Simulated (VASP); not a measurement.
# GaN (Cm) in VASP: notebook

GaN is run at these levels: r2SCAN; tasks: single point.

All numbers are computed with VASP 6.6.1; they aren't measurements. Logs are shortened: lines on timing, memory, paths and dates and some standing lists are left out, and cuts for length are marked.

### 1 The cell of the first run

It takes space group Cm (No. 8, monoclinic). The conventional cell has a = 5.520 Å, b = 3.187 Å, c = 3.187 Å, α = 90.00°, β = 125.26°, γ = 90.00°. Within 2.5 Å of Ga (site symmetry m) lie 4 N at 1.89 to 2.01 Å. N (site symmetry m) has 4 Ga at 1.89 to 2.01 Å within 2.5 Å.

### 2 Single point, r2SCAN (all N atoms moved +0.075 Å, as atom 2 along Cartesian [1 1 0])

POSCAR reads:

```
GaN
1.0
    0.0000000000      2.2535006075      2.2535006075
    2.2535006075      0.0000000000      2.2535006075
    2.2535006075      2.2535006075      0.0000000000
Ga N
1 1
Direct
    0.0000000000      0.0000000000      0.0000000000
    0.7500000000      0.7500000000      0.7735336118
```

INCAR.step1 reads:

```
SYSTEM = GaN
ALGO     = Normal         ! electronic algorithm
EDIFF    = 1E-4           ! SCF threshold, eV
ENCUT    = 520            ! plane-wave cutoff, eV
GGA      = PE             ! functional
ISMEAR   = 0              ! smearing method
LASPH    = .True.         ! aspherical terms in the spheres
LCHARG   = .False.        ! write CHGCAR
LREAL    = .False.        ! projectors in reciprocal space
LWAVE    = .True.         ! write WAVECAR
NBANDS   = 16             ! bands
NELM     = 100            ! most SCF steps
PREC     = Accurate       ! precision mode
SIGMA    = 0.05           ! smearing width, eV
```

INCAR.step2 reads:

```
SYSTEM = GaN
ALGO     = Normal         ! electronic algorithm
EDIFF    = 1E-6           ! SCF threshold, eV
ENCUT    = 520            ! plane-wave cutoff, eV
ISIF     = 2              ! what is computed and relaxed
ISMEAR   = 0              ! smearing method
ISTART   = 1            
LASPH    = .True.         ! aspherical terms in the spheres
LCHARG   = .True.         ! write CHGCAR
LELF     = .True.         ! ELF
LMIXTAU  = .True.       
LREAL    = .False.        ! projectors in reciprocal space
LVHAR    = .True.       
LWAVE    = .False.        ! write WAVECAR
METAGGA  = R2SCAN         ! meta-GGA
NBANDS   = 16             ! bands
NELM     = 100            ! most SCF steps
PREC     = Accurate       ! precision mode
SIGMA    = 0.05           ! smearing width, eV
```

KPOINTS reads:

```
k-points
0
Gamma
  10 10 10
  0 0 0
```

Potentials or basis: VASP PAW PBE potentials, release 64 (Ga_d, N).

Started as:

```console
> cat potpaw_PBE.64/Ga_d/POTCAR potpaw_PBE.64/N/POTCAR > POTCAR
> cp INCAR.step1 INCAR
> mpirun -np 1 vasp_std > vasp.out
> cp INCAR.step2 INCAR
> mpirun -np 1 vasp_std > vasp.out
```

OUTCAR:

```text
SYSTEM = GaN
   EDIFF = 1E-6
   ENCUT = 520
   ISIF = 2
   ISMEAR = 0
   ISTART = 1
   LASPH = .True.
   LREAL = .False.
   METAGGA = R2SCAN
   NELM = 100
   PREC = Accurate

 ion  position               nearest neighbor table
   1  0.000  0.000  0.000-   2 1.89   2 1.95   2 1.95   2 2.01
   2  0.750  0.750  0.774-   1 1.89   1 1.95   1 1.95   1 2.01

  LATTYP: Found a face centered cubic cell.
 ALAT       =     4.5070012150

  Lattice vectors:

 A1 = (   0.0000000000,   2.2535006075,   2.2535006075)
 A2 = (   2.2535006075,   0.0000000000,   2.2535006075)
 A3 = (   2.2535006075,   2.2535006075,   0.0000000000)

Analysis of symmetry for initial positions (statically):
=====================================================================
 Subroutine PRICEL returns:
 Original cell was already a primitive cell.

 Routine SETGRP: Setting up the symmetry group for a
 face centered cubic supercell.

 Subroutine GETGRP returns: Found  2 space group operations
 (whereof  2 operations were pure point group operations)
 out of a pool of 48 trial point group operations.

The static configuration has the point symmetry C_1h.

Analysis of symmetry for dynamics (positions and initial velocities):
=====================================================================
 Subroutine PRICEL returns:
 Original cell was already a primitive cell.

 Routine SETGRP: Setting up the symmetry group for a
 face centered cubic supercell.

 Subroutine GETGRP returns: Found  2 space group operations
 (whereof  2 operations were pure point group operations)
 out of a pool of 48 trial point group operations.

The dynamic configuration has the point symmetry C_1h.

 Subroutine INISYM returns: Found  2 space group operations
 (whereof  2 operations are pure point group operations),
 and found     1 'primitive' translations

----------------------------------------------------------------------------------------

                                     Primitive cell

  volume of cell :      22.8877

  direct lattice vectors                    reciprocal lattice vectors
     0.000000000  2.253500607  2.253500607    -0.221877020  0.221877020  0.221877020
     2.253500607  0.000000000  2.253500607     0.221877020 -0.221877020  0.221877020
     2.253500607  2.253500607  0.000000000     0.221877020  0.221877020 -0.221877020

  length of vectors
     3.186931122  3.186931122  3.186931122     0.384302272  0.384302272  0.384302272

  position of ions in fractional coordinates (direct lattice)
     0.000000000  0.000000000  0.000000000
     0.750000000  0.750000000  0.773533612
[... 73 lines left out ...]
   LSORBIT =      F    spin-orbit coupling
   LASPH  =      T    aspherical Exc in radial PAW
   ENCUT  =  520.0 eV  38.22 Ry    6.18 a.u.   5.93  5.93  5.93*2*pi/ulx,y,z
   NELM   =    100;   NELMIN=  2; NELMDL=  0     # of ELM steps
   EDIFF  = 0.1E-05   stopping-criterion for ELM
   LREAL  =      F    real-space projection
   EDIFFG = 0.1E-04   stopping-criterion for IOM
   NSW    =      0    number of steps for IOM
   IBRION =     -1    ionic relax: 0-MD 1-quasi-New 2-CG
   NFREE  =      0    steps in history (QN), initial steepest desc. (CG)
   ISIF   =      2    stress and relaxation
   ISYM   =      2    0-nonsym 1-usesym 2-fastsym
   POTIM  = 0.5000    time-step for ionic-motion
   TEBEG  =    0.0;   TEEND  =   0.0 temperature during run
   PSTRESS=    0.0 pullay stress
   NELECT =      18.0000    total number of electrons
   NUPDOWN=      -1.0000    fix difference up-down
   EMIN   =  10.00;   EMAX   =-10.00  energy-range for DOS
   EFERMI =   0.00;   METHOD = LEGACY
   ISMEAR =     0;   SIGMA  =   0.05  broadening in eV -4-tet -1-fermi 0-gaus
   EFERMI_NEDOS =   21; number of points for ismear=-14 and -15
   IALGO  =     38    algorithm
   IMIX   =      4    mixing-type and parameters
     AMIX     =   0.40;   BMIX     =  1.00
     AMIX_MAG =   1.60;   BMIX_MAG =  1.00
  volume/ion in A,a.u.               =      11.44        77.23
  Fermi-wavevector in a.u.,A,eV,Ry     =   1.511117  2.855596 31.068543  2.283473
  Thomas-Fermi vector in A             =   2.621216
   LORBIT       =      0    0 simple, 1 ext, 2 COOP (PROOUT), +10 PAW based schemes
   METAGGA = R2SCAN    functional components
   LHFCALC =     F    Hartree Fock is set to
   AEXX    =    0.0000 exact exchange contribution
   IVDW    =     0    specifies the selected vdW correction
   LEPSILON=     F    determine dielectric tensor
   LRPA    =     F    only Hartree local field effects (RPA)
 non-spin polarized calculation
 Gauss-broadening in eV      SIGMA  =   0.05
  energy-cutoff  :      520.00
  volume of cell :       22.89
 maximum number of plane-waves:       636
   NGX = 11   NGY = 11   NGZ = 11

 number of electron      18.0000004 magnetization

 Free energy of the ion-electron system (eV)
  ---------------------------------------------------
  ext. energy  EPLUGINS =         0.00000000
  ---------------------------------------------------
  free energy    TOTEN  =       -21.86098862 eV

  energy without entropy =      -21.86098862  energy(sigma->0) =      -21.86098862

 E-fermi :   5.3494     XC(G=0): -12.6330

 val. band max:        5.1470214845   @ k =   0.0000   0.0000   0.0000
 cond. band min:       7.1369076856   @ k =   0.0000   0.0000   0.0000
 fundamental gap:      1.9898862011
 Fermi energy:         5.3494181440

 k-point     1 :       0.0000    0.0000    0.0000
  band No.  band energies     occupation
      1     -11.7336      2.00000
      2      -8.8440      2.00000
      3      -8.8224      2.00000
      4      -8.7938      2.00000
      5      -8.4756      2.00000
      6      -8.4737      2.00000
[... 433 lines left out ...]
      3      -8.7523      2.00000
      4      -8.6462      2.00000
      5      -8.4809      2.00000
      6      -8.4595      2.00000
[... 8 lines left out ...]
     15      24.5328      0.00000
     16      24.5623      0.00000

 [... further k-points ...]
[... 5 lines left out ...]
  --------------------------------------------------------------------------------------
  -------------------------------------------------------------------------------------
  Total        0.0684757      0.0684757      0.1247700      0.1073089      0.4605556      0.4605824
  in kB        4.7934062      4.7934062      8.7340919      7.5117867     32.2395988     32.2414706
  external PRESSURE =       6.1069681 kB  Pullay stress =       0.0000000 kB

 VOLUME and BASIS-vectors are now :
 -----------------------------------------------------------------------------
  energy-cutoff  :      520.00
  volume of cell :       22.89
      direct lattice vectors                 reciprocal lattice vectors
     0.000000000  2.253500607  2.253500607    -0.221877020  0.221877020  0.221877020
     2.253500607  0.000000000  2.253500607     0.221877020 -0.221877020  0.221877020
     2.253500607  2.253500607  0.000000000     0.221877020  0.221877020 -0.221877020

 POSITION                                       TOTAL-FORCE (eV/Angst)
 -----------------------------------------------------------------------------------
      0.00000      0.00000      0.00000         0.689339      0.689339      0.154118
      3.43328      3.43328      3.38025        -0.689339     -0.689339     -0.154118
 -----------------------------------------------------------------------------------
    total drift:                                0.014978      0.014978     -0.003854

  FREE ENERGIE OF THE ION-ELECTRON SYSTEM (eV)
  ---------------------------------------------------
  free  energy   TOTEN  =       -21.8609886172 eV

  energy  without entropy=      -21.8609886172  energy(sigma->0) =      -21.86098862
```

It took 85 s on 1 thread of Intel Xeon 6975P-C (Granite Rapids), shared host; peak memory 0.23 GiB.

What came out:

| Item | Value |
| --- | --- |
| Free energy | -21.8610 eV |
| Pressure | 0.6 GPa |
| Largest force | 0.987 eV/Å |
| Band gap on the k mesh | 1.99 eV, direct |

Forces in eV/Å, atoms in the order of the input:
```
Ga   0.689  0.689  0.154
N   -0.689 -0.689 -0.154
```

Caveat: the cell differs from its parent crystal (all N atoms moved +0.075 Å, as atom 2 along Cartesian [1 1 0]); the PAW data sets were made with another functional, which shifts forces and pressure a little.

### 3 Single point, r2SCAN (all N atoms moved +0.113 Å, as atom 2 along Cartesian [1 1 0])

Changes to POSCAR since step 2:

```diff
@@ -9,2 +9,2 @@
     0.0000000000      0.0000000000      0.0000000000
-    0.7500000000      0.7500000000      0.7735336118
+    0.7500000000      0.7500000000      0.7853004178
```

INCAR.step1 reads:

```
  ALGO = Normal
  EDIFF = 1E-4
  ENCUT = 520
  GGA = PE
  ISMEAR = 0
  LASPH = True
  LCHARG = False
  LREAL = False
  LWAVE = True
  NBANDS = 16
  NELM = 100
  PREC = Accurate
  SIGMA = 0.05
```

INCAR.step2 reads:

```
  ALGO = Normal
  EDIFF = 1E-6
  ENCUT = 520
  ISIF = 2
  ISMEAR = 0
  ISTART = 1
  LASPH = True
  LCHARG = True
  LELF = True
  LMIXTAU = True
  LREAL = False
  LVHAR = True
  LWAVE = False
  METAGGA = R2SCAN
  NBANDS = 16
  NELM = 100
  PREC = Accurate
  SIGMA = 0.05
```

KPOINTS reads:

```
k-points
0
Gamma
  10 10 10
```

Potentials or basis: VASP PAW PBE potentials, release 64 (Ga_d, N).

Started as:

```console
> cat potpaw_PBE.64/Ga_d/POTCAR potpaw_PBE.64/N/POTCAR > POTCAR
> cp INCAR.step1 INCAR
> mpirun -np 1 vasp_std > vasp.out
> cp INCAR.step2 INCAR
> mpirun -np 1 vasp_std > vasp.out
```

It took 89 s on 1 thread of Intel Xeon 6975P-C (Granite Rapids), shared host; peak memory 0.22 GiB.

Results (log left out):

```yaml
Free_energy: -21.8154 eV
Pressure: 1.3 GPa
Largest_force: 1.515 eV/Å
Band_gap_on_the_k_mesh: 1.94 eV, direct
```

Forces on the atoms (eV/Å):
```
Ga   1.042  1.042  0.351
N   -1.042 -1.042 -0.351
```

Stress tensor (GPa, compression positive):
```
1.02 1.69 4.90
1.69 1.02 4.90
4.90 4.90 1.94
```

Levels at points of the mesh, in eV from the valence-band top:
```tsv
k point	band 5	band 6	band 7	band 8	band 9	band 10	band 11	band 12	band 13	band 14
(0.00, 0.00, 0.00)	-13.69	-13.69	-0.43	-0.17	0.00	1.94	10.72	10.80	11.07	18.33
(0.50, 0.00, 0.00)	-13.64	-12.53	-7.33	-1.49	-0.86	4.96	9.22	10.26	11.45	16.25
(0.00, 0.00, 0.50)	-13.65	-12.55	-7.04	-1.37	-0.99	4.83	9.20	10.33	11.04	16.33
(0.50, 0.50, 0.50)	-13.63	-12.52	-7.64	-1.36	-1.01	5.13	9.26	10.64	11.31	16.21
(0.50, 0.50, 0.00)	-13.61	-12.17	-6.44	-2.98	-2.89	3.54	6.99	12.36	14.74	14.90
(0.00, 0.50, 0.50)	-13.61	-12.15	-6.40	-3.06	-2.85	3.56	7.03	12.36	14.60	14.98
```

Caveat: the cell differs from its parent crystal (all N atoms moved +0.113 Å, as atom 2 along Cartesian [1 1 0]); the PAW data sets were made with another functional, which shifts forces and pressure a little.
